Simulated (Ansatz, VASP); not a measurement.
**Mg2Ti3O3: VASP beside Ansatz**

```
Mg Ti O
1.0
     4.84497    0.00000    0.00000
    -2.42249    4.19587    0.00000
     0.00000    0.00000    7.41062
Mg Ti O
2 3 3
Direct
  0.33333 0.66667 0.50000
  0.00000 0.00000 0.00000
  0.33333 0.66667 0.00000
  0.00000 0.00000 0.50000
  0.66667 0.33333 0.50000
  0.66667 0.33333 0.00000
  0.33333 0.66667 0.24399
  0.33333 0.66667 0.75601
```

Alike in both runs: functional PBE; k mesh 5 × 5 × 2; occupations gaussian, width 0.2 eV; collinear spin.

Ansatz relaxed the structure, and its values are those at the end. VASP's run is a single point on that final structure, the one shown.

|  | VASP | Ansatz |
| --- | --- | --- |
| version | VASP 6.6.1 | Ansatz 0.2.0 |
| potentials or method | VASP PAW PBE potentials, release 64 (Mg, Ti_sv, O), cutoff 520 eV | scalar-relativistic, plane waves, PAW |
| valence electrons in the cell | 58 | 74 |

```tsv
	VASP	Ansatz	Ansatz less VASP
gap on the k mesh at the Fermi level (eV)	none	none	-
pressure (GPa)	-0.4	-0.4	0.00
rms of the force components (eV/Å)	0.015	0.017	+0.0022
net moment per atom (μB)	0.43	0.42	-0.001
size of the moment on the site where the two differ most (μB)	0.09	0.06	-0.035
```

Site moments also hang on the region over which each program counts them. A gap of «none» marks a metal or a gap that the smearing closes. VASP's potentials hold 58 valence electrons a cell and Ansatz's 74, so a difference there can come from the potentials and not from the codes. Ansatz's warnings: cell relax basis refresh.

The k mesh is coarse, so the values compare programs but aren't converged.
